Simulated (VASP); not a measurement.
Input of a VASP 6.6.1 run:

The input INCAR:

```
PREC = Accurate
ENCUT = 600
EDIFF = 1E-6
ISMEAR = -1
SIGMA = 0.05
LREAL = F
LASPH = T
NELM = 100
ALGO = Normal
ISIF = 3
LWAVE = F
LCHARG = F
GGA = PE
IBRION = 2
NSW = 60
EDIFFG = -0.01
```

Contents of KPOINTS:

```
Automatic mesh
0
Gamma
  8 8 8
```

Contents of POSCAR:

```
InAs
1.0
    0.0000000000      2.8773040000      2.8773040000
    2.8773040000      0.0000000000      2.8773040000
    2.8773040000      2.8773040000      0.0000000000
In As
1 1
Direct
    0.5000000000      0.5000000000      0.5000000000
    0.0000000000      0.0000000000      0.0000000000
```

Potentials or basis: VASP PAW PBE potentials, release 64 (In_d, As).

Command:

```bash
$ cat potpaw_PBE.64/In_d/POTCAR potpaw_PBE.64/As/POTCAR > POTCAR
$ mpirun -np 1 vasp_std > vasp.out
```

Problem. Estimate the band gap on the k mesh.

Solution. Zero (band 9 reaches 6.26 eV, above the bottom of band 10 at 3.69 eV).

Final structure:
```
In As
1.0
     0.00000    2.87730    2.87730
     2.87730    0.00000    2.87730
     2.87730    2.87730    0.00000
In As
1 1
Direct
  0.50000 0.50000 0.50000
  0.00000 0.00000 0.00000
```

Caveat: the relaxation stopped at its first step, so nothing moved; spin-orbit coupling is left out, which moves the levels of the heavy elements.
